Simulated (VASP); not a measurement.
Crystal: NaCl.

```xyz
2
Lattice="2.8600 0.0000 0.0000 0.0000 2.8600 0.0000 0.0000 0.0000 2.8600" Properties=species:S:1:pos:R:3 pbc="T T T"
Na    0.0000    0.0000    0.0000
Cl    1.4300    1.4300    1.4300
```

Base run:

| Property | Result |
| --- | --- |
| Program | VASP 6.6.1 |
| Functional | PBE |
| Potentials or basis | VASP PAW PBE potentials, release 64 (Na_pv, Cl) |
| Cutoff | 520 eV |
| k mesh | 8 × 8 × 8 |
| Occupations | fermi-dirac, width 0.02 eV |
| Spin | no spin polarisation |

Its results: band gap on the k mesh 4.42 eV, direct; pressure 65.1 GPa.

Task: After a change of settings the same cell gave: band gap on the k mesh 4.20 eV, direct; pressure 60.1 GPa. Which change was it?
A. further incar settings from ALGO = Normal; EDIFF = 1e-07; NBANDS = 14 to ALGO = Normal; EDIFF = 1e-08; NBANDS = 14
B. cutoff from 520 eV to 400 eV; further incar settings from ALGO = Normal; EDIFF = 1e-07; NBANDS = 14 to ALGO = Normal; EDIFF = 1e-08; NBANDS = 14
C. functional from PBE to PBEsol; further incar settings from ALGO = Normal; EDIFF = 1e-07; NBANDS = 14 to ALGO = Normal; EDIFF = 1e-06; NBANDS = 14

Result: C.

Caveats: the PAW data sets were made with another functional, which shifts forces and pressure a little (some runs).
